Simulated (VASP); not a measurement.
The system is Ir.

```
Ir
1.0
     0.00000    1.90609    1.90609
     1.90609    0.00000    1.90609
     1.90609    1.90609    0.00000
Ir
1
Direct
  0.00000 0.00000 0.00000
```

Base run:

```yaml
Program: VASP 6.6.1
Functional: LDA
Potentials_or_basis: VASP PAW LDA potentials, release 64 (Ir_sv_GW)
Cutoff: 560 eV
k_mesh: 14 × 14 × 14
Occupations: gaussian, width 0.3 eV
Spin: no spin polarisation
```

Its results: band gap on the k mesh zero (an odd number of electrons rules out a gap without spin polarisation); pressure -0.2 GPa.

Question: The run is repeated on the same cell with these changes: occupations from gaussian, width 0.3 eV to fermi-dirac, width 0.3 eV. What comes out?

Answer: Band gap on the k mesh zero (an odd number of electrons rules out a gap without spin polarisation); pressure 2.2 GPa.

Caveats: so wide a smearing shifts energies and pressures; spin-orbit coupling is left out, which moves the levels of the heavy elements.
